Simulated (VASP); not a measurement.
Wanted: the native input for a VASP 6.6.1 run.

```yaml
Task: density of states
Functional: PBE
Potentials_or_basis: VASP PAW PBE potentials, release 64 (Li_sv, H)
Cutoff: 520 eV
k_mesh: 20 × 20 × 10
Occupations: gaussian, width 0.1 eV
Spin: no spin polarisation
Dipole_correction: no
k_mesh_for_the_DOS: 30 × 30 × 15
Occupations_for_the_DOS: tetrahedron
Further_INCAR_settings: ALGO = Normal; EDIFF = 1e-07; NBANDS = 10
```

Crystal: Li2H.

```
Li H
1.0
     2.80934   -0.00064    0.00936
    -1.40375    2.43394   -0.04522
    -0.01951   -1.52834    5.13967
Li H
2 1
Direct
  0.08116 0.16219 0.24428
  0.91871 0.83754 0.75516
  0.66680 0.33360 0.00055
```

The input as run:

POSCAR

```
Li2H
1.0
    2.8093373000     -0.0006432896      0.0093607209
   -1.4037457420      2.4339413748     -0.0452194522
   -0.0195147206     -1.5283359822      5.1396676639
Li H
2 1
Direct
    0.0811568891      0.1621938086      0.2442836713
    0.9187079570      0.8375370739      0.7551619991
    0.6668018205      0.3336024508      0.0005543296
```

INCAR.step1

```
ALGO = Normal
EDIFF = 1E-7
ENCUT = 520
GGA = PE
ISIF = 2
ISMEAR = 0
LASPH = True
LCHARG = True
LREAL = False
LWAVE = False
NBANDS = 10
NELM = 100
PREC = Accurate
SIGMA = 0.1
```

KPOINTS.step1

```
k-points
0
Gamma
  20 20 10
```

INCAR.step2

```
ALGO = Normal
EDIFF = 1E-7
ENCUT = 520
GGA = PE
ICHARG = 11
ISIF = 2
ISMEAR = -5
LASPH = True
LCHARG = False
LORBIT = 10
LREAL = False
LWAVE = False
NBANDS = 10
NEDOS = 1001
NELM = 100
PREC = Accurate
SIGMA = 0.1
```

KPOINTS.step2

```
k-points
0
Gamma
  30 30 15
```

Potentials or basis: VASP PAW PBE potentials, release 64 (Li_sv, H).

Run with:

```sh
$ cat potpaw_PBE.64/Li_sv/POTCAR potpaw_PBE.64/H/POTCAR > POTCAR
$ cp INCAR.step1 INCAR
$ cp KPOINTS.step1 KPOINTS
$ mpirun -np 1 vasp_std > vasp.out
$ cp INCAR.step2 INCAR
$ cp KPOINTS.step2 KPOINTS
$ mpirun -np 1 vasp_std > vasp.out
```

It gave:

* Valence electrons inside the program's atomic spheres: Li 2.08; H 0.53

Wall time 19 min on 1 thread of Intel(R) Xeon(R) Platinum 8259CL CPU @ 2.50GHz (Skylake/Cascade Lake) (shared host), peak memory 1.9 GiB.
